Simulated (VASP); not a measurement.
# LiCuCl3 (P6_3/mmc) in VASP: single point with PBE

Aim: the single point of LiCuCl3 with PBE.

All numbers are computed with VASP 6.6.1; they aren't measurements. Logs are shortened: lines on timing, memory, paths and dates and some standing lists are left out, and cuts for length are marked.

## Step 1: The cell of the first run

Symmetry: P6_3/mmc, No. 194, hexagonal system. Conventional cell: a = 6.724 Å, b = 6.724 Å, c = 5.648 Å, α = 90.00°, β = 90.00°, γ = 120.00°. Li (site symmetry -6m2) has 12 Cl at 3.36 to 3.43 Å and 6 Cu at 4.13 Å within 4.4 Å. Cu (site symmetry -3m) has 6 Cl at 2.40 Å and 2 Cu at 2.82 Å within 3.2 Å. Within 3.2 Å of Cl (site symmetry mm2) lie 2 Cu at 2.40 Å.

## Step 2: Single point, PBE, collinear spin

The input, INCAR:

```
ALGO = Normal
EDIFF = 1E-6
ENCUT = 520
GGA = PE
ISIF = 2
ISMEAR = 0
ISPIN = 2
LASPH = True
LCHARG = False
LMAXMIX = 4
LORBIT = 11
LREAL = False
LWAVE = False
MAGMOM = 0 0 1 1 0 0 0 0 0 0
NBANDS = 50
NELM = 150
PREC = Accurate
SIGMA = 0.1
```

The input, KPOINTS:

```
k-points
0
Gamma
  3 3 4
```

The input, POSCAR:

```
LiCuCl3
1.0
    6.7240800000      0.0000000000      0.0000000000
   -3.3620400000      5.8232241000      0.0000000000
    0.0000000000      0.0000000000      5.6482272000
Li Cu Cl
2 2 6
Direct
    0.3333333300      0.6666666700      0.7500000000
    0.6666666700      0.3333333300      0.2500000000
    0.0000000000      0.0000000000      0.0000000000
    0.0000000000      0.0000000000      0.5000000000
    0.8333333300      0.6666666700      0.7500000000
    0.3333333300      0.1666666700      0.7500000000
    0.8333333300      0.1666666700      0.7500000000
    0.1666666700      0.3333333300      0.2500000000
    0.6666666700      0.8333333300      0.2500000000
    0.1666666700      0.8333333300      0.2500000000
```

Potentials or basis: VASP PAW PBE potentials, release 64 (Li_sv, Cu, Cl).

Started as:

```console
> cat potpaw_PBE.64/Li_sv/POTCAR potpaw_PBE.64/Cu/POTCAR potpaw_PBE.64/Cl/POTCAR > POTCAR
> mpirun -np 1 vasp_std > vasp.out
```

OUTCAR:

```text
EDIFF = 1E-6
   ENCUT = 520
   GGA = PE
   ISIF = 2
   ISMEAR = 0
   ISPIN = 2
   LASPH = True
   LORBIT = 11
   LREAL = False
   NELM = 150
   PREC = Accurate

 ion  position               nearest neighbor table
   1  0.333  0.667  0.750-
   2  0.667  0.333  0.250-
   3  0.000  0.000  0.000-   6 2.40   9 2.40   8 2.40   5 2.40   7 2.40  10 2.40
   4  0.000  0.000  0.500-   6 2.40   9 2.40   8 2.40   5 2.40   7 2.40  10 2.40
   5  0.833  0.667  0.750-   3 2.40   4 2.40
   6  0.333  0.167  0.750-   3 2.40   4 2.40
   7  0.833  0.167  0.750-   3 2.40   4 2.40
   8  0.167  0.333  0.250-   3 2.40   4 2.40
   9  0.667  0.833  0.250-   3 2.40   4 2.40
  10  0.167  0.833  0.250-   3 2.40   4 2.40

  LATTYP: Found a hexagonal cell.
 ALAT       =     6.7240800000
 C/A-ratio  =     0.8400000000

  Lattice vectors:

 A1 = (   6.7240800000,   0.0000000000,   0.0000000000)
 A2 = (  -3.3620400000,   5.8232241000,   0.0000000000)
 A3 = (   0.0000000000,   0.0000000000,   5.6482272000)

Analysis of symmetry for initial positions (statically):
=====================================================================
 Subroutine PRICEL returns:
 Original cell was already a primitive cell.

 Routine SETGRP: Setting up the symmetry group for a
 hexagonal supercell.

 Subroutine GETGRP returns: Found 24 space group operations
 (whereof 12 operations were pure point group operations)
 out of a pool of 24 trial point group operations.

The static configuration has the point symmetry D_3d.
 The point group associated with its full space group is D_6h.

Analysis of symmetry for dynamics (positions and initial velocities):
=====================================================================
 Subroutine PRICEL returns:
 Original cell was already a primitive cell.

 Routine SETGRP: Setting up the symmetry group for a
 hexagonal supercell.

 Subroutine GETGRP returns: Found 24 space group operations
 (whereof 12 operations were pure point group operations)
 out of a pool of 24 trial point group operations.

The dynamic configuration has the point symmetry D_3d.
 The point group associated with its full space group is D_6h.

Analysis of structural, dynamic, and magnetic symmetry:
=====================================================================
 Subroutine PRICEL returns:
 Original cell was already a primitive cell.

 Routine SETGRP: Setting up the symmetry group for a
 hexagonal supercell.
[... 152 lines left out ...]

  energy without entropy =      -29.84195474  energy(sigma->0) =      -29.85817883

 E-fermi :   1.5847     XC(G=0):  -8.3296

 val. band max:        1.5522485937   @ k =   0.3333   0.3333   0.5000
 cond. band min:       1.5871657781   @ k =   0.3333   0.3333   0.2500
 fundamental gap:      0.0349171844
 Fermi energy:         1.5847472775

 spin component 1

 k-point     1 :       0.0000    0.0000    0.0000
  band No.  band energies     occupation
      1     -45.6785      1.00000
      2     -45.6785      1.00000
      3     -13.6159      1.00000
      4     -12.8050      1.00000
      5     -12.7247      1.00000
      6     -12.7247      1.00000
[... 439 lines left out ...]
     46       8.4711      0.00000
     47      10.2706      0.00000
 Fermi energy:         1.5847472775

 spin component 2

 k-point     1 :       0.0000    0.0000    0.0000
  band No.  band energies     occupation
      1     -45.6787      1.00000
      2     -45.6787      1.00000
      3     -13.5621      1.00000
      4     -12.7459      1.00000
      5     -12.6672      1.00000
      6     -12.6672      1.00000
[... 439 lines left out ...]
     46       8.4983      0.00000
     47      10.2923      0.00000
 [bands above 47 left out]

------------------------ aborting loop because EDIFF is reached ----------------------------------------

  FORCE on cell =-STRESS in cart. coord.  units (eV):
  Direction    XX          YY          ZZ          XY          YZ          ZX
  --------------------------------------------------------------------------------------
  -------------------------------------------------------------------------------------
  Total       -0.0458473     -0.0458473      2.4092447     -0.0000000      0.0000000      0.0000000
  in kB       -0.3321358     -0.3321358     17.4535174     -0.0000000      0.0000000      0.0000000
  external PRESSURE =       5.5964153 kB  Pullay stress =       0.0000000 kB

 VOLUME and BASIS-vectors are now :
 -----------------------------------------------------------------------------
  energy-cutoff  :      520.00
  volume of cell :      221.16
      direct lattice vectors                 reciprocal lattice vectors
     6.724080000  0.000000000  0.000000000     0.148719230  0.085863087  0.000000000
    -3.362040000  5.823224100  0.000000000     0.000000000  0.171726175  0.000000000
     0.000000000  0.000000000  5.648227200     0.000000000  0.000000000  0.177046702

 POSITION                                       TOTAL-FORCE (eV/Angst)
 -----------------------------------------------------------------------------------
     -0.00000      3.88215      4.23617         0.000000      0.000000      0.000000
      3.36204      1.94107      1.41206         0.000000      0.000000      0.000000
      0.00000      0.00000      0.00000         0.000000      0.000000      0.000000
      0.00000      0.00000      2.82411         0.000000      0.000000      0.000000
      3.36204      3.88215      4.23617         0.000000     -0.315164      0.000000
      1.68102      0.97054      4.23617         0.272940      0.157582      0.000000
      5.04306      0.97054      4.23617        -0.272940      0.157582      0.000000
      0.00000      1.94107      1.41206         0.000000      0.315164      0.000000
      1.68102      4.85269      1.41206        -0.272940     -0.157582     -0.000000
     -1.68102      4.85269      1.41206         0.272940     -0.157582     -0.000000
 -----------------------------------------------------------------------------------
    total drift:                               -0.000037      0.000022      0.000000

  FREE ENERGIE OF THE ION-ELECTRON SYSTEM (eV)
  ---------------------------------------------------
  free  energy   TOTEN  =       -29.8744029173 eV

  energy  without entropy=      -29.8419547443  energy(sigma->0) =      -29.85817883

 total charge

# of ion       s       p       d       tot
------------------------------------------
    1        1.987   0.007   0.000   1.993
    2        1.987   0.007   0.000   1.993
    3        0.309   0.323   9.155   9.787
    4        0.309   0.323   9.155   9.787
    5        1.605   3.498   0.000   5.104
    6        1.605   3.498   0.000   5.104
    7        1.605   3.498   0.000   5.104
    8        1.605   3.498   0.000   5.104
    9        1.605   3.498   0.000   5.104
   10        1.605   3.498   0.000   5.104
--------------------------------------------------
tot         14.225  21.650  18.309  54.184

 magnetization (x)

# of ion       s       p       d       tot
------------------------------------------
    1       -0.000  -0.000   0.000  -0.000
    2       -0.000  -0.000   0.000  -0.000
    3       -0.001  -0.001   0.195   0.193
    4       -0.001  -0.001   0.195   0.193
    5        0.002   0.043   0.000   0.045
    6        0.002   0.043   0.000   0.045
    7        0.002   0.043   0.000   0.045
    8        0.002   0.043   0.000   0.045
    9        0.002   0.043   0.000   0.045
   10        0.002   0.043   0.000   0.045
--------------------------------------------------
tot          0.007   0.259   0.389   0.655
```

OSZICAR:

```text
N       E                     dE             d eps       ncg     rms          rms(c)
DAV:   1     0.728129692665E+03    0.72813E+03   -0.28185E+04  1800   0.144E+03
DAV:   2     0.101717979998E+03   -0.62641E+03   -0.57783E+03  1954   0.361E+02
DAV:   3    -0.220817184405E+02   -0.12380E+03   -0.12009E+03  2480   0.165E+02
DAV:   4    -0.336081075270E+02   -0.11526E+02   -0.11434E+02  2888   0.495E+01
DAV:   5    -0.342406710182E+02   -0.63256E+00   -0.63129E+00  2864   0.892E+00    0.167E+01
DAV:   6    -0.321468118402E+02    0.20939E+01   -0.47123E+01  2694   0.103E+02    0.172E+01
DAV:   7    -0.296809486058E+02    0.24659E+01   -0.11240E+01  2592   0.741E+01    0.607E+00
DAV:   8    -0.298946167773E+02   -0.21367E+00   -0.25823E+00  3024   0.143E+01    0.299E+00
DAV:   9    -0.298640856528E+02    0.30531E-01   -0.22027E-01  2852   0.106E+01    0.120E+00
DAV:  10    -0.298709103840E+02   -0.68247E-02   -0.38666E-02  2984   0.219E+00    0.390E-01
DAV:  11    -0.298727387377E+02   -0.18284E-02   -0.76272E-03  2752   0.187E+00    0.231E-01
DAV:  12    -0.298740424439E+02   -0.13037E-02   -0.42592E-03  2626   0.867E-01    0.205E-01
DAV:  13    -0.298743323220E+02   -0.28988E-03   -0.65056E-04  2920   0.337E-01    0.833E-02
DAV:  14    -0.298743898807E+02   -0.57559E-04   -0.18747E-04  2902   0.221E-01    0.349E-02
DAV:  15    -0.298743996565E+02   -0.97758E-05   -0.67543E-05  2730   0.137E-01    0.144E-02
DAV:  16    -0.298744032181E+02   -0.35616E-05   -0.10886E-05  2608   0.217E-02    0.602E-03
DAV:  17    -0.298744029173E+02    0.30074E-06   -0.73155E-07  1512   0.225E-02
   1 F= -.29874403E+02 E0= -.29858179E+02  d E =-.324482E-01  mag=     0.7150
```

stdout:

```text
POSCAR found type information on POSCAR LiCuCl
 POSCAR found :  3 types and      10 ions
 scaLAPACK will be used
 LDA part: xc-table for (Slater+PW92), standard interpolation
 POSCAR, INCAR and KPOINTS ok, starting setup
 FFT: planning ... GRIDC
 FFT: planning ... GRID_SOFT
 FFT: planning ... GRID
 WAVECAR not read
 entering main loop
```

It took 4.3 min on 1 thread of AMD EPYC 7R13 (Zen 3), shared host; peak memory 0.41 GiB.

Results:

```yaml
Free_energy: -29.8744 eV
Largest_force: 0.315 eV/Å
Net_moment: 0.72 μB per cell
Site_moments: Li -0.00; Cu +0.19; Cl +0.04 μB
Valence_electrons_inside_the_program's_atomic_spheres: Li 1.99; Cu 9.79; Cl 5.10
```

Forces in eV/Å, atoms in the order of the input:
```
Li   0.000  0.000  0.000
Li   0.000  0.000  0.000
Cu   0.000  0.000  0.000
Cu   0.000  0.000  0.000
Cl   0.000 -0.315  0.000
Cl   0.273  0.158  0.000
Cl  -0.273  0.158  0.000
Cl   0.000  0.315  0.000
Cl  -0.273 -0.158  0.000
Cl   0.273 -0.158  0.000
```

Caveat: the cutoff is under 1.25 times the usual one of these potentials, so pressure, stress and relaxed cells hold a basis-set (Pulay) error. With open d or f shells a metallic result of PBE can be an artefact of self-interaction; +U or a hybrid may open a gap.
